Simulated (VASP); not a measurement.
# H12C11O16 in VASP: further runs

Runs on H12C11O16. Level: LDA. Tasks: single point.

Everything below comes from runs of VASP 6.6.1. Logs are shortened: lines on timing, memory, paths and dates and some standing lists are left out, and cuts for length are marked.

**1. The cell of the first run**

The cell holds a disordered packing, 39 atoms: a = 8.862 Å, b = 8.862 Å, c = 8.862 Å, α = 90.00°, β = 90.00°, γ = 90.00°.

**2. Single point, LDA**

File INCAR:

```
SYSTEM = H12C11O16
PREC = Accurate
ENCUT = 520
EDIFF = 1E-6
ISMEAR = -1
SIGMA = 0.05
LREAL = Auto
LASPH = .True.
NELM = 100
ALGO = Normal
ISIF = 2
LWAVE = .False.
LCHARG = .False.
NBANDS = 101
```

File KPOINTS:

```
Automatic mesh
0
Gamma
  1 1 1
  0 0 0
```

File POSCAR:

```
H12C11O16
1.0
    8.8620950000      0.0000000000      0.0000000000
    0.0000000000      8.8620950000      0.0000000000
    0.0000000000      0.0000000000      8.8620950000
C O H
11 16 12
Direct
    0.0843480012      0.5245373695      0.2187631706
    0.0188104506      0.8174816451      0.7577327934
    0.5059074632     -0.0417508501      0.3597230677
    0.3403371325      0.5541917571      0.8214761859
    0.4479640536      0.1954729666      0.9046957858
    0.2485868184      0.8756507350      0.1478544295
    0.6165923520      0.7009742053      0.2469167843
    0.7314297579      0.1720022184      0.4950860942
    0.8702231244      0.4231053718      0.9511069335
    0.9481956580      0.0326220832      0.1915009938
    0.0325656631      0.2721252706      0.6256985510
    0.1513976097      0.6082873181      0.1473015128
    0.0385349062      0.4247077017      0.2925831872
    0.1444917934      0.7908288052      0.7817000382
   -0.1042755692      0.8687110666      0.7324001830
    0.5127342914     -0.0953499144      0.4793336113
    0.5112335176      0.0309407651      0.2478984935
    0.2589568268      0.4564270638      0.8439990770
    0.4400652442      0.6406950050      0.7935031164
    0.5370851926      0.2923575069      0.9237544847
    0.3504701766      0.1245980775      0.8589842470
    0.3060111633      0.8131711520      0.2560906874
    0.6590766630      0.5750671822      0.2297763678
    0.7248286099      0.1382743020      0.6238592568
    0.9842480813      0.3673397769      1.0175359212
    1.0266872562      0.0304442685      0.2975368691
   -0.0717888942      0.3599374640      0.6592233552
    0.2402027963      0.9991429792      0.1401813002
    0.2255787147      0.8131937200      0.0419201103
    0.6904687887      0.8071116367      0.2452693184
    0.4931565279      0.7274803531      0.2641136210
    0.6979049536      0.2826983913      0.4553663665
    0.7889443749      0.0784126101      0.4035501763
    0.8533986602      0.5503326245      0.9397326479
    0.7604071046      0.3489468348      0.9414139659
    0.8274115771      0.0586430184      0.2115526859
    0.9795877837      0.0024711990      0.0706492088
    0.0465239878      0.2182892420      0.5094280754
    0.1353743105      0.2445922776      0.7001391883
```

Potentials or basis: VASP PAW LDA potentials, release 64 (C, O, H).

Command:

```bash
$ cat potpaw_LDA.64/C/POTCAR potpaw_LDA.64/O/POTCAR potpaw_LDA.64/H/POTCAR > POTCAR
$ mpirun -np 1 vasp_gam > vasp.out
```

OUTCAR:

```text
SYSTEM = H12C11O16
   PREC = Accurate
   ENCUT = 520
   EDIFF = 1E-6
   ISMEAR = -1
   LREAL = Auto
   LASPH = .True.
   NELM = 100
   ISIF = 2

 ion  position               nearest neighbor table
   1  0.084  0.525  0.219-  12 1.14  13 1.17
   2  0.019  0.817  0.758-  14 1.16  15 1.20
   3  0.506  0.958  0.360-  16 1.16  17 1.18
   4  0.340  0.554  0.821-  18 1.14  19 1.20
   5  0.448  0.195  0.905-  21 1.14  20 1.18
   6  0.249  0.876  0.148-  28 1.10  29 1.11  22 1.22
   7  0.617  0.701  0.247-  31 1.13  30 1.15  23 1.19
   8  0.731  0.172  0.495-  32 1.08  24 1.18  33 1.27
   9  0.870  0.423  0.951-  34 1.14  35 1.18  25 1.27
  10  0.948  0.033  0.192-  36 1.11  37 1.14  26 1.17
  11  0.033  0.272  0.626-  38 1.14  39 1.15  27 1.24
  12  0.151  0.608  0.147-   1 1.14
  13  0.039  0.425  0.293-   1 1.17
  14  0.144  0.791  0.782-   2 1.16
  15  0.896  0.869  0.732-   2 1.20
  16  0.513  0.905  0.479-   3 1.16
  17  0.511  0.031  0.248-   3 1.18
[... 20 lines left out ...]
  38  0.047  0.218  0.509-  11 1.14
  39  0.135  0.245  0.700-  11 1.15

  LATTYP: Found a simple cubic cell.
 ALAT       =     8.8620950000

  Lattice vectors:

 A1 = (   8.8620950000,   0.0000000000,   0.0000000000)
 A2 = (   0.0000000000,   8.8620950000,   0.0000000000)
 A3 = (   0.0000000000,   0.0000000000,   8.8620950000)

Analysis of symmetry for initial positions (statically):
=====================================================================
 Subroutine PRICEL returns:
 Original cell was already a primitive cell.

 Routine SETGRP: Setting up the symmetry group for a
 simple cubic supercell.

 Subroutine GETGRP returns: Found  1 space group operations
 (whereof  1 operations were pure point group operations)
 out of a pool of 48 trial point group operations.

The static configuration has the point symmetry C_1 .

Analysis of symmetry for dynamics (positions and initial velocities):
=====================================================================
 Subroutine PRICEL returns:
 Original cell was already a primitive cell.

 Routine SETGRP: Setting up the symmetry group for a
 simple cubic supercell.

 Subroutine GETGRP returns: Found  1 space group operations
 (whereof  1 operations were pure point group operations)
 out of a pool of 48 trial point group operations.

The dynamic configuration has the point symmetry C_1 .

 Subroutine INISYM returns: Found  1 space group operations
 (whereof  1 operations are pure point group operations),
 and found     1 'primitive' translations

----------------------------------------------------------------------------------------

                                     Primitive cell

  volume of cell :     695.9999

  direct lattice vectors                    reciprocal lattice vectors
     8.862095000  0.000000000  0.000000000     0.112840135  0.000000000  0.000000000
     0.000000000  8.862095000  0.000000000     0.000000000  0.112840135  0.000000000
     0.000000000  0.000000000  8.862095000     0.000000000  0.000000000  0.112840135

  length of vectors
     8.862095000  8.862095000  8.862095000     0.112840135  0.112840135  0.112840135

  position of ions in fractional coordinates (direct lattice)
     0.084348001  0.524537370  0.218763171
     0.018810451  0.817481645  0.757732793
     0.505907463  0.958249150  0.359723068
     0.340337132  0.554191757  0.821476186
     0.447964054  0.195472967  0.904695786
     0.248586818  0.875650735  0.147854430
[... 31 lines left out ...]
     0.046523988  0.218289242  0.509428075
     0.135374310  0.244592278  0.700139188

  ion indices of the primitive-cell ions
   primitive index   ion index
                 1           1
                 2           2
                 3           3
                 4           4
                 5           5
                 6           6
[... 31 lines left out ...]
                38          38
                39          39

----------------------------------------------------------------------------------------

 KPOINTS: Automatic mesh

Automatic generation of k-mesh.
 Grid dimensions read from file:
 generate k-points for:    1    1    1

 Generating k-lattice:

  Cartesian coordinates                     Fractional coordinates (reciprocal lattice)
     0.112840135  0.000000000  0.000000000     1.000000000  0.000000000  0.000000000
     0.000000000  0.112840135  0.000000000     0.000000000  1.000000000  0.000000000
     0.000000000  0.000000000  0.112840135     0.000000000  0.000000000  1.000000000

  Length of vectors
     0.112840135  0.112840135  0.112840135

  Shift w.r.t. Gamma in fractional coordinates (k-lattice)
     0.000000000  0.000000000  0.000000000

 Subroutine IBZKPT returns following result:
 ===========================================

 Found      1 irreducible k-points:

 Following reciprocal coordinates:
            Coordinates               Weight
  0.000000  0.000000  0.000000      1.000000
   k-points           NKPTS =      1   k-points in BZ     NKDIM =      1   number of bands    NBANDS=    101
   number of dos      NEDOS =    301   number of ions     NIONS =     39
   total plane-waves  NPLWV = 343000
   dimension x,y,z NGX =    70 NGY =   70 NGZ =   70
   dimension x,y,z NGXF=   140 NGYF=  140 NGZF=  140
   ions per type =              11  16  12
   NGX,Y,Z   is equivalent  to a cutoff of  13.13, 13.13, 13.13 a.u.
   NGXF,Y,Z  is equivalent  to a cutoff of  26.26, 26.26, 26.26 a.u.
 SYSTEM =  H12C11O16
   PREC   = accura    normal or accurate (medium, high low for compatibility)
   ISTART =      0    job   : 0-new  1-cont  2-samecut
   ICHARG =      2    charge: 1-file 2-atom 10-const
   ISPIN  =      1    spin polarized calculation?
   LNONCOLLINEAR =      F non collinear calculations
   LSORBIT =      F    spin-orbit coupling
   LASPH  =      T    aspherical Exc in radial PAW
   ENCUT  =  520.0 eV  38.22 Ry    6.18 a.u.  16.48 16.48 16.48*2*pi/ulx,y,z
   NELM   =    100;   NELMIN=  2; NELMDL= -5     # of ELM steps
   EDIFF  = 0.1E-05   stopping-criterion for ELM
   LREAL  =      T    real-space projection
   EDIFFG = 0.1E-04   stopping-criterion for IOM
   NSW    =      0    number of steps for IOM
   IBRION =     -1    ionic relax: 0-MD 1-quasi-New 2-CG
   NFREE  =      0    steps in history (QN), initial steepest desc. (CG)
   ISIF   =      2    stress and relaxation
   ISYM   =      2    0-nonsym 1-usesym 2-fastsym
   POTIM  = 0.5000    time-step for ionic-motion
   TEBEG  =    0.0;   TEEND  =   0.0 temperature during run
   PSTRESS=    0.0 pullay stress
   NELECT =     152.0000    total number of electrons
   NUPDOWN=      -1.0000    fix difference up-down
   EMIN   =  10.00;   EMAX   =-10.00  energy-range for DOS
   EFERMI =   0.00;   METHOD = LEGACY
   ISMEAR =    -1;   SIGMA  =   0.05  broadening in eV -4-tet -1-fermi 0-gaus
   EFERMI_NEDOS =   21; number of points for ismear=-14 and -15
   IALGO  =     38    algorithm
   IMIX   =      4    mixing-type and parameters
     AMIX     =   0.40;   BMIX     =  1.00
     AMIX_MAG =   1.60;   BMIX_MAG =  1.00
  volume/ion in A,a.u.               =      17.85       120.43
  Fermi-wavevector in a.u.,A,eV,Ry     =   0.985870  1.863024 13.224040  0.971940
  Thomas-Fermi vector in A             =   2.117209
   LORBIT       =      0    0 simple, 1 ext, 2 COOP (PROOUT), +10 PAW based schemes
   GGA     = CA    functional components
   LHFCALC =     F    Hartree Fock is set to
   AEXX    =    0.0000 exact exchange contribution
   IVDW    =     0    specifies the selected vdW correction
   LEPSILON=     F    determine dielectric tensor
   LRPA    =     F    only Hartree local field effects (RPA)
 non-spin polarized calculation
  energy-cutoff  :      520.00
  volume of cell :      696.00
 maximum number of plane-waves:      9403
 NGX is ok and might be reduce to    70
   NGX = 33   NGY = 33   NGZ = 33

 number of electron     151.9999989 magnetization

 Free energy of the ion-electron system (eV)
  ---------------------------------------------------
  ext. energy  EPLUGINS =         0.00000000
  ---------------------------------------------------
  free energy    TOTEN  =      -262.39619964 eV

  energy without entropy =     -262.39619964  energy(sigma->0) =     -262.39619964

 E-fermi :  -1.6651     XC(G=0):  -6.3827

 val. band max:       -2.9437831933   @ k =   0.0000   0.0000   0.0000
 cond. band min:      -0.2860249056   @ k =   0.0000   0.0000   0.0000
 fundamental gap:      2.6577582877
 Fermi energy:        -1.6651066919

 k-point     1 :       0.0000    0.0000    0.0000
  band No.  band energies     occupation
      1     -26.3785      2.00000
      2     -26.2891      2.00000
      3     -26.0560      2.00000
      4     -25.9362      2.00000
      5     -25.8895      2.00000
      6     -25.0647      2.00000
[... 80 lines left out ...]
     87       1.9791      0.00000
     88       2.0134      0.00000
 [bands above 88 left out]

------------------------ aborting loop because EDIFF is reached ----------------------------------------

  FORCE on cell =-STRESS in cart. coord.  units (eV):
  Direction    XX          YY          ZZ          XY          YZ          ZX
  --------------------------------------------------------------------------------------
  -------------------------------------------------------------------------------------
  Total       -2.2352387      0.1064576      1.0832824      7.6588705     -0.7633206      2.4338777
  in kB       -5.1454727      0.2450632      2.4936935     17.6305598     -1.7571480      5.6027356
  external PRESSURE =      -0.8022387 kB  Pullay stress =       0.0000000 kB

 VOLUME and BASIS-vectors are now :
 -----------------------------------------------------------------------------
  energy-cutoff  :      520.00
  volume of cell :      696.00
      direct lattice vectors                 reciprocal lattice vectors
     8.862095000  0.000000000  0.000000000     0.112840135  0.000000000  0.000000000
     0.000000000  8.862095000  0.000000000     0.000000000  0.112840135  0.000000000
     0.000000000  0.000000000  8.862095000     0.000000000  0.000000000  0.112840135

 POSITION                                       TOTAL-FORCE (eV/Angst)
 -----------------------------------------------------------------------------------
      0.74750      4.64850      1.93870        -0.490899     -3.427972      1.380658
      0.16670      7.24460      6.71510        -3.552769      2.563620     -0.877373
      4.48340      8.49210      3.18790        -0.155297      1.475128     -0.429483
      3.01610      4.91130      7.28000         4.229592      2.723866     -1.162016
      3.96990      1.73230      8.01750         1.983684      3.413844     -0.550123
      2.20300      7.76010      1.31030         1.214479     -0.014590     -0.179238
[... 31 lines left out ...]
      0.41230      1.93450      4.51460        -0.617019      0.291594      0.435104
      1.19970      2.16760      6.20470        -0.969404      0.359664      0.120169
 -----------------------------------------------------------------------------------
    total drift:                               -0.002898      0.014020     -0.021535

  FREE ENERGIE OF THE ION-ELECTRON SYSTEM (eV)
  ---------------------------------------------------
  free  energy   TOTEN  =      -262.3961996376 eV

  energy  without entropy=     -262.3961996376  energy(sigma->0) =     -262.39619964
```

It took 3.9 min on 1 thread of Intel Xeon 8259CL, shared host; peak memory 0.46 GiB.

What came out:

```yaml
Free_energy: -262.3962 eV
Pressure: -0.1 GPa
Largest_force: 5.163 eV/Å
Band_gap_on_the_k_mesh: 2.66 eV
```

Forces on the atoms (eV/Å):
```
C   -0.491 -3.428  1.381
C   -3.553  2.564 -0.877
C   -0.155  1.475 -0.429
C    4.230  2.724 -1.162
C    1.984  3.414 -0.550
C    1.214 -0.015 -0.179
C   -0.956  1.573  0.170
C    1.588 -2.124 -2.368
C    0.895 -1.973  2.620
C   -2.506 -0.123 -2.728
C   -0.484  1.355  0.133
O    0.643  2.003 -1.703
O   -0.449  0.646  0.508
O    1.045 -0.919  0.316
O    2.494 -1.702  0.602
O    0.012 -0.472  0.283
O    0.144 -0.444  0.383
O   -2.094 -1.630  0.523
O   -2.062 -1.080  0.665
O   -0.028 -0.954  0.810
O   -2.104 -2.518 -0.241
O   -0.544  0.374 -0.121
O    0.970 -1.308 -0.268
O   -0.455 -0.540  1.873
O   -2.714  1.424 -2.161
O    2.779 -0.112  2.599
O    2.145 -1.731 -0.431
H   -0.121  0.482  0.213
H   -0.434 -0.176  0.024
H    0.284 -0.512 -0.072
H    0.193 -0.245 -0.078
H   -0.288  0.869 -0.699
H   -1.139  1.769  1.399
H    0.417 -0.658 -0.376
H    1.490  0.951 -0.499
H   -0.640  0.216 -0.481
H    0.279  0.175  0.365
H   -0.617  0.292  0.435
H   -0.969  0.360  0.120
```

Stress tensor (GPa, compression positive):
```
-0.51  1.76  0.56
 1.76  0.02 -0.18
 0.56 -0.18  0.25
```

Caveat: the k points lie up to 0.71 Å⁻¹ apart; the atoms stand as in a frame of molecular dynamics.

**3. Single point, LDA**

File INCAR:

```
SYSTEM = H12C11O16
ALGO = Normal
EDIFF = 1E-7
ENCUT = 520
ISIF = 2
ISMEAR = -1
LASPH = .True.
LCHARG = .False.
LREAL = Auto
LWAVE = .False.
NBANDS = 101
NELM = 60
PREC = Accurate
SIGMA = 0.05
```

File KPOINTS:

```
k-points
0
Gamma
  1 1 1
  0 0 0
```

File POSCAR:

```
H12C11O16
1.0
    8.8620950000      0.0000000000      0.0000000000
    0.0000000000      8.8620950000      0.0000000000
    0.0000000000      0.0000000000      8.8620950000
C O H
11 16 12
Direct
    0.1198136558      0.4756888749      0.1869084003
   -0.0255808587      0.8411216535      0.7487055826
    0.4763659157     -0.0146805016      0.4120357545
    0.3573308569      0.5605333728      0.8448566620
    0.3951097342      0.2288849307      0.8649083541
    0.3006174048      0.8602254884      0.1170603565
    0.6762396476      0.6428502515      0.2720688505
    0.7515604380      0.1110911133      0.5232284240
    0.8978238216      0.4058972512      0.9328042636
    0.9700189402      0.0611819214      0.2353168184
    0.0293384352      0.3474234930      0.5866897161
    0.1431602798      0.5664574799      0.0861308754
    0.0840433329      0.3978630335      0.2875730851
    0.0993444552      0.8432994681      0.7996754718
   -0.1424832390      0.8466056841      0.7036823686
    0.4508189091     -0.1112829416      0.4946347337
    0.5032782880      0.0610690813      0.3120368265
    0.2787264185      0.4517554822      0.8514013899
    0.4323244109      0.6605887208      0.8591535072
    0.5214004138      0.2748898539      0.8699071721
    0.2914209338      0.1479559856      0.8556554630
    0.3033932721      0.7873871810      0.2336919205
    0.7590643070      0.5755185427      0.1926068272
    0.6632743161      0.1701177882      0.6049811021
    0.9438851649      0.3046232296      1.0015690421
    1.0459039313      0.0880491577      0.3449071580
   -0.0500671681      0.3829568516      0.6862937037
    0.3095204915      0.9853990507      0.1249365979
    0.2698007638      0.8064797319      0.0049311139
    0.7112200896      0.7373764330      0.3459452872
    0.5548123779      0.6297382278      0.2816151260
    0.8003525126      0.1869873884      0.4153983906
    0.8089960670     -0.0064431717      0.5474213490
    0.9706395610      0.5114140618      0.9110486854
    0.8000365602      0.4051412223      0.8541885412
    0.8455449868      0.0906896168      0.2257479749
    1.0286732426      0.0129878996      0.1357579669
    0.0117805101      0.2448518099      0.5052191384
    0.1392785792      0.3934397002      0.5596757877
```

Potentials or basis: VASP PAW LDA potentials, release 64 (C, O, H).

Command:

```bash
$ cat potpaw_LDA.64/C/POTCAR potpaw_LDA.64/O/POTCAR potpaw_LDA.64/H/POTCAR > POTCAR
$ mpirun -np 1 vasp_gam > vasp.out
```

It took 4 min on 1 thread of Intel Xeon 8259CL, shared host; peak memory 0.47 GiB.

It converged, with:

- Free energy: -262.1775 eV
- Pressure: 1.7 GPa
- Largest force: 9.150 eV/Å
- Band gap on the k mesh: 2.29 eV

Forces in eV/Å, atoms in the order of the input:
```
C   -0.378  2.876 -2.853
C    8.423  0.074  3.574
C   -0.594 -2.130  0.635
C   -4.204 -5.933  0.639
C    2.955 -1.026 -0.213
C   -1.056 -0.432  0.408
C   -0.955  1.671  1.321
C    2.487  0.736 -2.205
C   -0.753  4.411 -3.626
C    0.151  0.274 -0.513
C    1.586 -3.029 -3.090
O   -0.371 -2.963  3.269
O    0.620  0.216 -0.326
O   -1.911 -0.284 -0.859
O   -6.345 -0.104 -2.445
O   -0.316 -1.080  2.214
O    0.853  3.079 -2.744
O    0.485  1.432 -0.985
O    3.536  4.785  0.032
O   -1.860  0.204  0.190
O   -0.812  0.367  0.137
O    0.443  0.170 -0.479
O    1.475 -1.366 -1.427
O   -1.069  0.006  0.964
O    1.517 -3.817  3.210
O   -0.137 -0.091  0.563
O   -1.755  1.003  1.399
H    0.263  0.181 -0.349
H    0.344  0.315  0.422
H    0.684  0.432  0.386
H   -1.204 -0.695 -0.294
H   -0.746 -1.553  1.562
H   -0.796  1.204 -0.525
H   -0.484 -0.250  0.647
H   -0.768 -0.232  0.824
H    0.368 -0.197  0.100
H   -0.247 -0.197 -0.476
H   -0.506  0.785  0.776
H    1.074  1.159  0.135
```

Stress tensor (GPa, compression positive):
```
 2.13 -0.02  0.04
-0.02  1.30  0.47
 0.04  0.47  1.69
```

Levels at points of the mesh, in eV from the valence-band top:
```
           k point  band 74  band 75  band 76  band 77  band 78  band 79
(0.00, 0.00, 0.00)    -0.83    -0.57     0.00     2.29     2.38     2.48
```

Caveat: the k points lie up to 0.71 Å⁻¹ apart; the atoms stand as in a frame of molecular dynamics.

(Continued in part 2 of 2.)
